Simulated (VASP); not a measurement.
# Sr7La (Fm-3m) in VASP: relaxation of cell and atoms with PBE

Aim: the relaxation of cell and atoms of Sr7La with PBE.

Program: VASP 6.6.1. These are calculated values, not measurements. Logs are shortened: lines on timing, memory, paths and dates and some standing lists are left out, and cuts for length are marked.

**1. The cell of the first run**

The structure is cubic, space group Fm-3m (No. 225). The conventional cell has a = 11.748 Å, b = 11.748 Å, c = 11.748 Å, α = 90.00°, β = 90.00°, γ = 90.00°. Sr (site symmetry m-3m) has 12 Sr at 4.15 Å within 5.4 Å. Within 5.4 Å of Sr (site symmetry mmm) lie 10 Sr at 4.15 Å and 2 La at 4.15 Å. Within 5.4 Å of La (site symmetry m-3m) lie 12 Sr at 4.15 Å.

**2. Relaxation of cell and atoms, PBE**

Input file INCAR:

```
SYSTEM = Sr7La
ALGO = Normal
EDIFF = 1E-6
EDIFFG = -0.01
ENCUT = 600
GGA = PE
IBRION = 2
ISIF = 3
ISMEAR = 0
LASPH = .True.
LCHARG = .False.
LREAL = .False.
LWAVE = .False.
NELM = 100
NSW = 100
PREC = Accurate
SIGMA = 0.1
```

Input file KPOINTS:

```
k-points
0
Gamma
  6 6 6
  0 0 0
```

Input file POSCAR:

```
Sr7La
1.0
    0.0000000000      5.8738162022      5.8738162022
    5.8738162022      0.0000000000      5.8738162022
    5.8738162022      5.8738162022      0.0000000000
Sr La
7 1
Direct
    0.5000000000      0.5000000000      0.5000000000
    0.5000000000      0.0000000000      0.0000000000
    0.5000000000      0.0000000000      0.5000000000
    0.0000000000      0.5000000000      0.5000000000
    0.0000000000      0.5000000000      0.0000000000
    0.5000000000      0.5000000000      0.0000000000
    0.0000000000      0.0000000000      0.5000000000
    0.0000000000      0.0000000000      0.0000000000
```

Potentials or basis: VASP PAW PBE potentials, release 64 (Sr_sv, La).

Run with:

```
$ cat potpaw_PBE.64/Sr_sv/POTCAR potpaw_PBE.64/La/POTCAR > POTCAR
$ mpirun -np 1 vasp_std > vasp.out
```

OUTCAR:

```text
SYSTEM = Sr7La
   EDIFF = 1E-6
   EDIFFG = -0.01
   ENCUT = 600
   GGA = PE
   IBRION = 2
   ISIF = 3
   ISMEAR = 0
   LASPH = .True.
   LREAL = .False.
   NELM = 100
   NSW = 100
   PREC = Accurate

 ion  position               nearest neighbor table
   1  0.500  0.500  0.500-   3 4.15   4 4.15   6 4.15   2 4.15   5 4.15   6 4.15   2 4.15   3 4.15
                             7 4.15   4 4.15   5 4.15   7 4.15
   2  0.500  0.000  0.000-   3 4.15   6 4.15   8 4.15   1 4.15   3 4.15   7 4.15   1 4.15   5 4.15
                             6 4.15   5 4.15   7 4.15   8 4.15
   3  0.500  0.000  0.500-   1 4.15   2 4.15   7 4.15   2 4.15   6 4.15   8 4.15   1 4.15   4 4.15
                             6 4.15   4 4.15   7 4.15   8 4.15
   4  0.000  0.500  0.500-   1 4.15   5 4.15   7 4.15   5 4.15   6 4.15   8 4.15   3 4.15   7 4.15
                             8 4.15   1 4.15   3 4.15   6 4.15
   5  0.000  0.500  0.000-   4 4.15   6 4.15   8 4.15   1 4.15   4 4.15   7 4.15   2 4.15   7 4.15
                             8 4.15   1 4.15   2 4.15   6 4.15
   6  0.500  0.500  0.000-   1 4.15   2 4.15   5 4.15   1 4.15   3 4.15   4 4.15   2 4.15   3 4.15
                             8 4.15   4 4.15   5 4.15   8 4.15
   7  0.000  0.000  0.500-   3 4.15   4 4.15   8 4.15   2 4.15   5 4.15   8 4.15   1 4.15   4 4.15
                             5 4.15   1 4.15   2 4.15   3 4.15
   8  0.000  0.000  0.000-   2 4.15   5 4.15   7 4.15   3 4.15   4 4.15   7 4.15   4 4.15   5 4.15
                             6 4.15   2 4.15   3 4.15   6 4.15

  LATTYP: Found a face centered cubic cell.
 ALAT       =    11.7476324044

  Lattice vectors:

 A1 = (   0.0000000000,   5.8738162022,   5.8738162022)
 A2 = (   5.8738162022,   0.0000000000,   5.8738162022)
 A3 = (   5.8738162022,   5.8738162022,   0.0000000000)

Analysis of symmetry for initial positions (statically):
=====================================================================
 Subroutine PRICEL returns:
 Original cell was already a primitive cell.

 Routine SETGRP: Setting up the symmetry group for a
 face centered cubic supercell.

 Subroutine GETGRP returns: Found 48 space group operations
 (whereof 48 operations were pure point group operations)
 out of a pool of 48 trial point group operations.

The static configuration has the point symmetry O_h .

Analysis of symmetry for dynamics (positions and initial velocities):
=====================================================================
 Subroutine PRICEL returns:
 Original cell was already a primitive cell.

 Routine SETGRP: Setting up the symmetry group for a
 face centered cubic supercell.

 Subroutine GETGRP returns: Found 48 space group operations
 (whereof 48 operations were pure point group operations)
 out of a pool of 48 trial point group operations.

The dynamic configuration has the point symmetry O_h .

 Subroutine INISYM returns: Found 48 space group operations
 (whereof 48 operations are pure point group operations),
 and found     1 'primitive' translations

----------------------------------------------------------------------------------------

                                     Primitive cell

  volume of cell :     405.3135

  direct lattice vectors                    reciprocal lattice vectors
     0.000000000  5.873816202  5.873816202    -0.085123535  0.085123535  0.085123535
     5.873816202  0.000000000  5.873816202     0.085123535 -0.085123535  0.085123535
     5.873816202  5.873816202  0.000000000     0.085123535  0.085123535 -0.085123535

  length of vectors
     8.306830536  8.306830536  8.306830536     0.147438288  0.147438288  0.147438288

  position of ions in fractional coordinates (direct lattice)
     0.500000000  0.500000000  0.500000000
     0.500000000  0.000000000  0.000000000
     0.500000000  0.000000000  0.500000000
     0.000000000  0.500000000  0.500000000
     0.000000000  0.500000000  0.000000000
     0.500000000  0.500000000  0.000000000
     0.000000000  0.000000000  0.500000000
     0.000000000  0.000000000  0.000000000

  ion indices of the primitive-cell ions
   primitive index   ion index
                 1           1
                 2           2
                 3           3
                 4           4
                 5           5
                 6           6
                 7           7
                 8           8

----------------------------------------------------------------------------------------

 KPOINTS: k-points

Automatic generation of k-mesh.
 Grid dimensions read from file:
 generate k-points for:    6    6    6

 Generating k-lattice:

  Cartesian coordinates                     Fractional coordinates (reciprocal lattice)
    -0.014187256  0.014187256  0.014187256     0.166666667  0.000000000  0.000000000
     0.014187256 -0.014187256  0.014187256     0.000000000  0.166666667  0.000000000
     0.014187256  0.014187256 -0.014187256     0.000000000  0.000000000  0.166666667

  Length of vectors
     0.024573048  0.024573048  0.024573048

  Shift w.r.t. Gamma in fractional coordinates (k-lattice)
     0.000000000  0.000000000  0.000000000

 Subroutine IBZKPT returns following result:
 ===========================================

 Found     16 irreducible k-points:

 Following reciprocal coordinates:
            Coordinates               Weight
  0.000000  0.000000  0.000000      1.000000
  0.166667  0.000000  0.000000      8.000000
  0.333333  0.000000  0.000000      8.000000
  0.500000  0.000000  0.000000      4.000000
  0.166667  0.166667  0.000000      6.000000
  0.333333  0.166667  0.000000     24.000000
[... 8 lines left out ...]
 -0.333333  0.333333  0.166667     24.000000
 -0.333333  0.500000  0.166667     12.000000
   k-points           NKPTS =     16   k-points in BZ     NKDIM =     16   number of bands    NBANDS=     48
   number of dos      NEDOS =    301   number of ions     NIONS =      8
   total plane-waves  NPLWV = 343000
   dimension x,y,z NGX =    70 NGY =   70 NGZ =   70
   dimension x,y,z NGXF=   140 NGYF=  140 NGZF=  140
   ions per type =               7   1
   NGX,Y,Z   is equivalent  to a cutoff of  14.01, 14.01, 14.01 a.u.
   NGXF,Y,Z  is equivalent  to a cutoff of  28.02, 28.02, 28.02 a.u.
 SYSTEM =  Sr7La
   PREC   = accura    normal or accurate (medium, high low for compatibility)
   ISTART =      0    job   : 0-new  1-cont  2-samecut
   ICHARG =      2    charge: 1-file 2-atom 10-const
   ISPIN  =      1    spin polarized calculation?
   LNONCOLLINEAR =      F non collinear calculations
   LSORBIT =      F    spin-orbit coupling
   LASPH  =      T    aspherical Exc in radial PAW
   ENCUT  =  600.0 eV  44.10 Ry    6.64 a.u.  16.59 16.59 16.59*2*pi/ulx,y,z
   NELM   =    100;   NELMIN=  2; NELMDL= -5     # of ELM steps
   EDIFF  = 0.1E-05   stopping-criterion for ELM
   LREAL  =      F    real-space projection
   EDIFFG = -.1E-01   stopping-criterion for IOM
   NSW    =    100    number of steps for IOM
   IBRION =      2    ionic relax: 0-MD 1-quasi-New 2-CG
   NFREE  =      1    steps in history (QN), initial steepest desc. (CG)
   ISIF   =      3    stress and relaxation
   ISYM   =      2    0-nonsym 1-usesym 2-fastsym
   POTIM  = 0.5000    time-step for ionic-motion
   TEBEG  =    0.0;   TEEND  =   0.0 temperature during run
   PSTRESS=    0.0 pullay stress
   NELECT =      81.0000    total number of electrons
   NUPDOWN=      -1.0000    fix difference up-down
   EMIN   =  10.00;   EMAX   =-10.00  energy-range for DOS
   EFERMI =   0.00;   METHOD = LEGACY
   ISMEAR =     0;   SIGMA  =   0.10  broadening in eV -4-tet -1-fermi 0-gaus
   EFERMI_NEDOS =   21; number of points for ismear=-14 and -15
   IALGO  =     38    algorithm
   IMIX   =      4    mixing-type and parameters
     AMIX     =   0.40;   BMIX     =  1.00
     AMIX_MAG =   1.60;   BMIX_MAG =  1.00
  volume/ion in A,a.u.               =      50.66       341.90
  Fermi-wavevector in a.u.,A,eV,Ry     =   0.957134  1.808721 12.464376  0.916106
  Thomas-Fermi vector in A             =   2.086125
   LORBIT       =      0    0 simple, 1 ext, 2 COOP (PROOUT), +10 PAW based schemes
   GGA     = PE    functional components
   LHFCALC =     F    Hartree Fock is set to
   AEXX    =    0.0000 exact exchange contribution
   IVDW    =     0    specifies the selected vdW correction
   LEPSILON=     F    determine dielectric tensor
   LRPA    =     F    only Hartree local field effects (RPA)
 conjugate gradient relaxation of ions
 non-spin polarized calculation
 Gauss-broadening in eV      SIGMA  =   0.10
  energy-cutoff  :      600.00
  volume of cell :      405.31
 maximum number of plane-waves:     13600
 NGX is ok and might be reduce to    70
   NGX = 33   NGY = 33   NGZ = 33

--------------------------------------- Ionic step        1  -------------------------------------------

 number of electron      81.0000000 magnetization

 Free energy of the ion-electron system (eV)
  ---------------------------------------------------
  ext. energy  EPLUGINS =         0.00000000
  ---------------------------------------------------
  free energy    TOTEN  =       -15.68093825 eV

  energy without entropy =      -15.60179814  energy(sigma->0) =      -15.64136820

------------------------ aborting loop because EDIFF is reached ----------------------------------------

  FORCE on cell =-STRESS in cart. coord.  units (eV):
  Direction    XX          YY          ZZ          XY          YZ          ZX
  --------------------------------------------------------------------------------------
  -------------------------------------------------------------------------------------
  Total        1.0515040      1.0515040      1.0515040      0.0000000      0.0000000      0.0000000
  in kB        4.1565256      4.1565256      4.1565256      0.0000000      0.0000000      0.0000000
  external PRESSURE =       4.1565256 kB  Pullay stress =       0.0000000 kB
[... 69 lines left out ...]
  energy  without entropy=      -15.6144444371  energy(sigma->0) =      -15.65444071

--------------------------------------- Ionic step        3  -------------------------------------------

 number of electron      81.0000000 magnetization

 Free energy of the ion-electron system (eV)
  ---------------------------------------------------
  ext. energy  EPLUGINS =         0.00000000
  ---------------------------------------------------
  free energy    TOTEN  =       -15.69639028 eV

  energy without entropy =      -15.61583203  energy(sigma->0) =      -15.65611116

 E-fermi :   2.1781     XC(G=0):  -7.6076

 val. band max:        2.1742057464   @ k =   0.5000   0.1667   0.0000
 cond. band min:       2.1831893177   @ k =  -0.3333   0.3333   0.1667
 fundamental gap:      0.0089835712
 Fermi energy:         2.1780780729

 k-point     1 :       0.0000    0.0000    0.0000
  band No.  band energies     occupation
      1     -34.4120      2.00000
      2     -34.2583      2.00000
      3     -34.2466      2.00000
      4     -34.2466      2.00000
      5     -34.2466      2.00000
      6     -34.2407      2.00000
[... 840 lines left out ...]
  FREE ENERGIE OF THE ION-ELECTRON SYSTEM (eV)
  ---------------------------------------------------
  free  energy   TOTEN  =       -15.6963902808 eV

  energy  without entropy=      -15.6158320345  energy(sigma->0) =      -15.65611116

 reached required accuracy - stopping structural energy minimisation
```

Run time: 33 min. Hardware: 1 thread of Intel Xeon Platinum 8259CL at 2.50GHz (Skylake/Cascade Lake), shared host; peak memory 0.97 GiB.

What came out:

```yaml
Free_energy: -15.6964 eV
Relaxed_volume: 52.16 Å³/atom
Relaxed_cell: a = 8.388 Å, b = 8.388 Å, c = 8.388 Å, α = 60.00°, β = 60.00°, γ = 60.00°
Space_group_after_relaxing_to_0.05_Å: Fm-3m (No. 225)
Energy_gained_by_relaxing: 1.9 meV/atom
Ionic_steps: 3
Pressure_after_relaxing: 0.0 GPa
```

Step by step:
```csv
step,energy change (eV),largest force (eV/Å),pressure (GPa),volume (Å³)
1,0.0000,0.0000,0.42,405.31
2,-0.0135,0.0000,0.14,413.07
3,-0.0155,0.0000,0.00,417.26
```

Final structure:
```
Sr La
1.0
     0.00000    5.93096    5.93096
     5.93096    0.00000    5.93096
     5.93096    5.93096    0.00000
Sr La
7 1
Direct
  0.50000 0.50000 0.50000
  0.50000 0.00000 0.00000
  0.50000 0.00000 0.50000
  0.00000 0.50000 0.50000
  0.00000 0.50000 0.00000
  0.50000 0.50000 0.00000
  0.00000 0.00000 0.50000
  0.00000 0.00000 0.00000
```

Caveat: spin-orbit coupling is left out, which moves the levels of the heavy elements.
